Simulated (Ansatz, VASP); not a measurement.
## Ta: VASP beside Ansatz

File INCAR:

```
  PREC = Accurate
  ENCUT = 500
  EDIFF = 1E-6
  ISMEAR = -1
  SIGMA = 0.05
  LREAL = False
  LASPH = True
  NELM = 120
  ALGO = Normal
  ISIF = 2
  LWAVE = False
  LCHARG = False
  NBANDS = 12
  GGA_COMPAT = False
```

File KPOINTS:

```
regular mesh
0
Gamma
  12 12 12
```

File POSCAR:

```
Ta
1.0
   -1.6512800000      1.6512800000      1.6512800000
    1.6512800000     -1.6512800000      1.6512800000
    1.6512800000      1.6512800000     -1.6512800000
Ta
1
Direct
    0.0000000000      0.0000000000      0.0000000000
```

Input for Ansatz:

```yaml
crystal:
  lattice:
    - [-1.65128, 1.65128, 1.65128]
    - [1.65128, -1.65128, 1.65128]
    - [1.65128, 1.65128, -1.65128]
  atoms:
    - { symbol: Ta, position: [0.0, 0.0, 0.0] }
kpoints:
  mp_grid:
    grid: [12, 12, 12]
hamiltonian:
  xc: lda
  pseudopotentials:
    kind: all_electron
    lapw: {}
scf:
  occupations:
    method: fermi_dirac
    width: 0.05
output:
  forces: true
  stress: true
  eigenvalues: true
```

Alike in both runs: task single point; functional LDA; k mesh 12 × 12 × 12; occupations fermi-dirac, width 0.05 eV; no spin polarisation.

```csv
,VASP,Ansatz
version,VASP 6.6.1,Ansatz 0.2.0
potentials or method,"VASP PAW LDA potentials, release 64 (Ta_pv), cutoff 500 eV",all-electron (LAPW or listed datasets)
```

```csv
,VASP,Ansatz,Ansatz less VASP
gap on the k mesh at the Fermi level (eV),none,none,-
pressure (GPa),-9.3,-10.0,-0.77
```

LDA's correlation is that of Perdew and Zunger in VASP and of Perdew and Wang (1992) in Ansatz. A gap of «none» marks a metal or a gap that the smearing closes. Ansatz ran all-electron here, and VASP with PAW potentials.

Spin-orbit coupling is off throughout.
